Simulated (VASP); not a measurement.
# TlH3 (Pm-3m) in VASP: single point with PBE

Aim: the single point of TlH3 with PBE.

All numbers are computed with VASP 6.6.1; they aren't measurements. Logs are shortened: lines on timing, memory, paths and dates and some standing lists are left out, and cuts for length are marked.

**1. The cell of the first run**

The structure is cubic, space group Pm-3m (No. 221). The conventional cell has a = 3.716 Å, b = 3.716 Å, c = 3.716 Å, α = 90.00°, β = 90.00°, γ = 90.00°. Tl (site symmetry m-3m) has 12 H at 2.63 Å within 3.5 Å. Within 3.5 Å of H (site symmetry 4/mmm) lie 4 Tl at 2.63 Å and 8 H at 2.63 Å.

**2. Single point, PBE**

Input file INCAR:

```
SYSTEM = TlH3
  PREC = Accurate
  ENCUT = 500
  EDIFF = 1E-6
  ISMEAR = 0
  SIGMA = 0.0217
  LREAL = .False.
  LASPH = .True.
  NELM = 120
  ALGO = Normal
  ISIF = 2
  LWAVE = .False.
  LCHARG = .True.
  GGA = PE
  LELF = .True.
  LVHAR = .True.
  NBANDS = 16
  GGA_COMPAT = .False.
```

Input file KPOINTS:

```
regular mesh
0
Gamma
  9 9 9
  0 0 0
```

Input file POSCAR:

```
TlH3
1.0
    3.7163190000      0.0000000000      0.0000000000
    0.0000000000      3.7163190000      0.0000000000
    0.0000000000      0.0000000000      3.7163190000
Tl H
1 3
Direct
    0.0000000000      0.0000000000      0.0000000000
    0.0000000000      0.5000000000      0.5000000000
    0.5000000000      0.0000000000      0.5000000000
    0.5000000000      0.5000000000      0.0000000000
```

Potentials or basis: VASP PAW PBE potentials, release 64 (Tl_d, H).

Started as:

```sh
$ cat potpaw_PBE.64/Tl_d/POTCAR potpaw_PBE.64/H/POTCAR > POTCAR
$ mpirun -np 1 vasp_std > vasp.out
```

OUTCAR:

```text
SYSTEM = TlH3
   PREC = Accurate
   ENCUT = 500
   EDIFF = 1E-6
   ISMEAR = 0
   LREAL = .False.
   LASPH = .True.
   NELM = 120
   ISIF = 2
   GGA = PE

 ion  position               nearest neighbor table
   1  0.000  0.000  0.000-
   2  0.000  0.500  0.500-
   3  0.500  0.000  0.500-
   4  0.500  0.500  0.000-

  LATTYP: Found a simple cubic cell.
 ALAT       =     3.7163190000

  Lattice vectors:

 A1 = (   3.7163190000,   0.0000000000,   0.0000000000)
 A2 = (   0.0000000000,   3.7163190000,   0.0000000000)
 A3 = (   0.0000000000,   0.0000000000,   3.7163190000)

Analysis of symmetry for initial positions (statically):
=====================================================================
 Subroutine PRICEL returns:
 Original cell was already a primitive cell.

 Routine SETGRP: Setting up the symmetry group for a
 simple cubic supercell.

 Subroutine GETGRP returns: Found 48 space group operations
 (whereof 48 operations were pure point group operations)
 out of a pool of 48 trial point group operations.

The static configuration has the point symmetry O_h .

Analysis of symmetry for dynamics (positions and initial velocities):
=====================================================================
 Subroutine PRICEL returns:
 Original cell was already a primitive cell.

 Routine SETGRP: Setting up the symmetry group for a
 simple cubic supercell.

 Subroutine GETGRP returns: Found 48 space group operations
 (whereof 48 operations were pure point group operations)
 out of a pool of 48 trial point group operations.

The dynamic configuration has the point symmetry O_h .

 Subroutine INISYM returns: Found 48 space group operations
 (whereof 48 operations are pure point group operations),
 and found     1 'primitive' translations

----------------------------------------------------------------------------------------

                                     Primitive cell

  volume of cell :      51.3262

  direct lattice vectors                    reciprocal lattice vectors
     3.716319000  0.000000000  0.000000000     0.269083467  0.000000000  0.000000000
     0.000000000  3.716319000  0.000000000     0.000000000  0.269083467  0.000000000
     0.000000000  0.000000000  3.716319000     0.000000000  0.000000000  0.269083467

  length of vectors
     3.716319000  3.716319000  3.716319000     0.269083467  0.269083467  0.269083467

  position of ions in fractional coordinates (direct lattice)
     0.000000000  0.000000000  0.000000000
     0.000000000  0.500000000  0.500000000
     0.500000000  0.000000000  0.500000000
     0.500000000  0.500000000  0.000000000

  ion indices of the primitive-cell ions
   primitive index   ion index
                 1           1
                 2           2
                 3           3
                 4           4

----------------------------------------------------------------------------------------

 KPOINTS: regular mesh

Automatic generation of k-mesh.
 Grid dimensions read from file:
 generate k-points for:    9    9    9

 Generating k-lattice:

  Cartesian coordinates                     Fractional coordinates (reciprocal lattice)
     0.029898163  0.000000000  0.000000000     0.111111111  0.000000000  0.000000000
     0.000000000  0.029898163  0.000000000     0.000000000  0.111111111  0.000000000
     0.000000000  0.000000000  0.029898163     0.000000000  0.000000000  0.111111111

  Length of vectors
     0.029898163  0.029898163  0.029898163

  Shift w.r.t. Gamma in fractional coordinates (k-lattice)
     0.000000000  0.000000000  0.000000000

 Subroutine IBZKPT returns following result:
 ===========================================

 Found     35 irreducible k-points:

 Following reciprocal coordinates:
            Coordinates               Weight
  0.000000  0.000000  0.000000      1.000000
  0.111111  0.000000  0.000000      6.000000
  0.222222  0.000000  0.000000      6.000000
  0.333333  0.000000  0.000000      6.000000
  0.444444  0.000000  0.000000      6.000000
  0.111111  0.111111  0.000000     12.000000
[... 16 lines left out ...]
  0.333333  0.333333  0.111111     24.000000
  0.444444  0.333333  0.111111     48.000000
 [... further k-points ...]
   k-points           NKPTS =     35   k-points in BZ     NKDIM =     35   number of bands    NBANDS=     16
   number of dos      NEDOS =    301   number of ions     NIONS =      4
   total plane-waves  NPLWV =  21952
   dimension x,y,z NGX =    28 NGY =   28 NGZ =   28
   dimension x,y,z NGXF=    56 NGYF=   56 NGZF=   56
   ions per type =               1   3
   NGX,Y,Z   is equivalent  to a cutoff of  12.53, 12.53, 12.53 a.u.
   NGXF,Y,Z  is equivalent  to a cutoff of  25.05, 25.05, 25.05 a.u.
 SYSTEM =  TlH3
   PREC   = accura    normal or accurate (medium, high low for compatibility)
   ISTART =      0    job   : 0-new  1-cont  2-samecut
   ICHARG =      2    charge: 1-file 2-atom 10-const
   ISPIN  =      1    spin polarized calculation?
   LNONCOLLINEAR =      F non collinear calculations
   LSORBIT =      F    spin-orbit coupling
   LASPH  =      T    aspherical Exc in radial PAW
   ENCUT  =  500.0 eV  36.75 Ry    6.06 a.u.   6.78  6.78  6.78*2*pi/ulx,y,z
   NELM   =    120;   NELMIN=  2; NELMDL= -5     # of ELM steps
   EDIFF  = 0.1E-05   stopping-criterion for ELM
   LREAL  =      F    real-space projection
   EDIFFG = 0.1E-04   stopping-criterion for IOM
   NSW    =      0    number of steps for IOM
   IBRION =     -1    ionic relax: 0-MD 1-quasi-New 2-CG
   NFREE  =      0    steps in history (QN), initial steepest desc. (CG)
   ISIF   =      2    stress and relaxation
   ISYM   =      2    0-nonsym 1-usesym 2-fastsym
   POTIM  = 0.5000    time-step for ionic-motion
   TEBEG  =    0.0;   TEEND  =   0.0 temperature during run
   PSTRESS=    0.0 pullay stress
   NELECT =      16.0000    total number of electrons
   NUPDOWN=      -1.0000    fix difference up-down
   EMIN   =  10.00;   EMAX   =-10.00  energy-range for DOS
   EFERMI =   0.00;   METHOD = LEGACY
   ISMEAR =     0;   SIGMA  =   0.02  broadening in eV -4-tet -1-fermi 0-gaus
   EFERMI_NEDOS =   21; number of points for ismear=-14 and -15
   IALGO  =     38    algorithm
   IMIX   =      4    mixing-type and parameters
     AMIX     =   0.40;   BMIX     =  1.00
     AMIX_MAG =   1.60;   BMIX_MAG =  1.00
  volume/ion in A,a.u.               =      12.83        86.59
  Fermi-wavevector in a.u.,A,eV,Ry     =   1.110031  2.097655 16.764680  1.232169
  Thomas-Fermi vector in A             =   2.246578
   LORBIT       =      0    0 simple, 1 ext, 2 COOP (PROOUT), +10 PAW based schemes
   GGA     = PE    functional components
   LHFCALC =     F    Hartree Fock is set to
   AEXX    =    0.0000 exact exchange contribution
   IVDW    =     0    specifies the selected vdW correction
   LEPSILON=     F    determine dielectric tensor
   LRPA    =     F    only Hartree local field effects (RPA)
 non-spin polarized calculation
 Gauss-broadening in eV      SIGMA  =   0.02
  energy-cutoff  :      500.00
  volume of cell :       51.33
 maximum number of plane-waves:      1325
 NGX is ok and might be reduce to    28
   NGX = 13   NGY = 13   NGZ = 13

 number of electron      16.0000005 magnetization

 Free energy of the ion-electron system (eV)
  ---------------------------------------------------
  ext. energy  EPLUGINS =         0.00000000
  ---------------------------------------------------
  free energy    TOTEN  =        -7.87747178 eV

  energy without entropy =       -7.87706794  energy(sigma->0) =       -7.87726986

 E-fermi :   1.7237     XC(G=0):  -9.1014

 val. band max:        1.6127604629   @ k =   0.3333   0.3333   0.2222
 cond. band min:       1.7237456952   @ k =   0.4444   0.2222   0.2222
 fundamental gap:      0.1109852323
 Fermi energy:         1.7237379705

 k-point     1 :       0.0000    0.0000    0.0000
  band No.  band energies     occupation
      1      -8.8053      2.00000
      2      -8.8053      2.00000
      3      -8.4460      2.00000
      4      -8.4460      2.00000
      5      -8.4460      2.00000
      6      -6.6148      2.00000
[... 8 lines left out ...]
     15      16.8374      0.00000
     16      16.8374      0.00000

 k-point     2 :       0.1111    0.0000    0.0000
  band No.  band energies     occupation
      1      -8.7994      2.00000
      2      -8.7773      2.00000
      3      -8.4574      2.00000
      4      -8.4574      2.00000
      5      -8.4451      2.00000
      6      -6.4785      2.00000
[... 8 lines left out ...]
     15      16.3429      0.00000
     16      16.3429      0.00000

 k-point     3 :       0.2222    0.0000    0.0000
  band No.  band energies     occupation
      1      -8.7843      2.00000
      2      -8.7095      2.00000
      3      -8.4862      2.00000
      4      -8.4862      2.00000
      5      -8.4428      2.00000
      6      -6.0656      2.00000
[... 8 lines left out ...]
     15      14.8578      0.00000
     16      14.8578      0.00000

 k-point     4 :       0.3333    0.0000    0.0000
  band No.  band energies     occupation
      1      -8.7671      2.00000
      2      -8.6376      2.00000
      3      -8.5186      2.00000
      4      -8.5186      2.00000
      5      -8.4402      2.00000
      6      -5.3835      2.00000
[... 8 lines left out ...]
     15      13.3831      0.00000
     16      13.8257      0.00000
[... 324 lines left out ...]
 k-point    22 :       0.4444    0.2222    0.1111
  band No.  band energies     occupation
      1      -8.6670      2.00000
      2      -8.6284      2.00000
      3      -8.5596      2.00000
      4      -8.5114      2.00000
      5      -8.4831      2.00000
      6      -3.9059      2.00000
[... 8 lines left out ...]
     15      14.9311      0.00000
     16      15.7553      0.00000

 k-point    23 :       0.3333    0.3333    0.1111
  band No.  band energies     occupation
      1      -8.6649      2.00000
      2      -8.6426      2.00000
      3      -8.5332      2.00000
      4      -8.5330      2.00000
      5      -8.4727      2.00000
      6      -4.0531      2.00000
[... 8 lines left out ...]
     15      15.4463      0.00000
     16      16.0972      0.00000

 k-point    24 :       0.4444    0.3333    0.1111
  band No.  band energies     occupation
      1      -8.6983      2.00000
      2      -8.6331      2.00000
      3      -8.5550      2.00000
      4      -8.5299      2.00000
      5      -8.4206      2.00000
      6      -3.2593      2.00000
[... 8 lines left out ...]
     15      14.8533      0.00000
     16      16.6510      0.00000

 [... further k-points ...]
[... 5 lines left out ...]
  --------------------------------------------------------------------------------------
  -------------------------------------------------------------------------------------
  Total       -2.0975595     -2.0975595     -2.0975595     -0.0000000     -0.0000000      0.0000000
  in kB      -65.4765692    -65.4765692    -65.4765692     -0.0000000     -0.0000000      0.0000000
  external PRESSURE =     -65.4765692 kB  Pullay stress =       0.0000000 kB

 VOLUME and BASIS-vectors are now :
 -----------------------------------------------------------------------------
  energy-cutoff  :      500.00
  volume of cell :       51.33
      direct lattice vectors                 reciprocal lattice vectors
     3.716319000  0.000000000  0.000000000     0.269083467  0.000000000  0.000000000
     0.000000000  3.716319000  0.000000000     0.000000000  0.269083467  0.000000000
     0.000000000  0.000000000  3.716319000     0.000000000  0.000000000  0.269083467

 POSITION                                       TOTAL-FORCE (eV/Angst)
 -----------------------------------------------------------------------------------
      0.00000      0.00000      0.00000         0.000000      0.000000      0.000000
      0.00000      1.85816      1.85816         0.000000      0.000000      0.000000
      1.85816      0.00000      1.85816         0.000000      0.000000      0.000000
      1.85816      1.85816      0.00000         0.000000      0.000000      0.000000
 -----------------------------------------------------------------------------------
    total drift:                                0.000000     -0.000000     -0.000000

  FREE ENERGIE OF THE ION-ELECTRON SYSTEM (eV)
  ---------------------------------------------------
  free  energy   TOTEN  =        -7.8774717773 eV

  energy  without entropy=       -7.8770679434  energy(sigma->0) =       -7.87726986
```

Wall time 35 s (1 thread of AMD EPYC 7R43 (Zen 3), shared host); peak memory 0.13 GiB.

What came out:

- Free energy: -7.8775 eV
- Pressure: -6.5 GPa
- Band gap on the k mesh: zero (bands 8 and 9 overlap by 1.85 eV)

Levels at points of the mesh, in eV from the Fermi level:
| k point | band 6 | band 7 | band 8 | band 9 | band 10 | band 11 |
| --- | --- | --- | --- | --- | --- | --- |
| (0.00, 0.00, 0.00) | -8.34 | 0.88 | 0.88 | 2.18 | 4.87 | 4.87 |

Caveat: the cell stands under tension; spin-orbit coupling is left out, which moves the levels of the heavy elements.

The gap in the log of VASP goes by the Fermi energy; the results here count the filled bands.